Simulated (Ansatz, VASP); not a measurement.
One calculation of TaN, two programs

INCAR

```
SYSTEM = TaN
PREC     = Accurate       ! precision mode
ENCUT    = 600            ! plane-wave cutoff, eV
EDIFF    = 1E-6           ! SCF threshold, eV
ISMEAR   = -1             ! smearing method
SIGMA    = 0.06           ! smearing width, eV
LREAL    = .False.        ! projectors in reciprocal space
LASPH    = .True.         ! aspherical terms in the spheres
NELM     = 120            ! most SCF steps
ALGO     = Normal         ! electronic algorithm
ISIF     = 2              ! what is computed and relaxed
LWAVE    = .False.        ! write WAVECAR
LCHARG   = .True.         ! write CHGCAR
GGA      = PE             ! functional
LELF     = .True.         ! ELF
LVHAR    = .True.       
NBANDS   = 15             ! bands
GGA_COMPAT= .False.
```

The input KPOINTS:

```
regular mesh
0
Gamma
  7 7 7
  0 0 0
```

The input POSCAR:

```
TaN
1.0
    0.0000000000      2.2113230000      2.2113230000
    2.2113230000      0.0000000000      2.2113230000
    2.2113230000      2.2113230000      0.0000000000
Ta N
1 1
Direct
    0.5000000000      0.5000000000      0.5000000000
    0.0000000000      0.0000000000      0.0000000000
```

File input.yaml:

```yaml
crystal:
  lattice:
    - [0.0, 2.211323, 2.211323]
    - [2.211323, 0.0, 2.211323]
    - [2.211323, 2.211323, 0.0]
  atoms:
    - { symbol: Ta, position: [0.5, 0.5, 0.5] }
    - { symbol: "N", position: [0.0, 0.0, 0.0] }
kpoints:
  mp_grid: { grid: [7, 7, 7] }
scf:
  occupations: { method: fermi_dirac, width: 0.06 }
hamiltonian:
  xc: pbe
  pseudopotentials: { kind: all_electron, lapw: { basis_error: 0.002 } }
output:
  forces: true
  stress: true
  eigenvalues: true
```

Alike in both runs: task single point; functional PBE; k mesh 7 × 7 × 7; occupations fermi-dirac, width 0.06 eV; no spin polarisation.

|  | VASP | Ansatz |
| --- | --- | --- |
| version | VASP 6.6.1 | Ansatz 0.2.0 |
| potentials or method | VASP PAW PBE potentials, release 64 (Ta_pv, N), cutoff 600 eV | all-electron LAPW, scalar-relativistic |

Ansatz gave:

```
gap on the k mesh at the Fermi level (eV) : none
pressure (GPa)                            : -1.3
```

Task: What did VASP give for the same quantities?

Result: gap on the k mesh at the Fermi level (eV): none; pressure (GPa): -0.7.

A gap of «none» marks a metal or a gap that the smearing closes. Ansatz ran all-electron here, and VASP with PAW potentials.

Spin-orbit coupling is off throughout. Noted on Ansatz's run: the k mesh is thin for a metal, which can move the energy by tens of meV per atom.
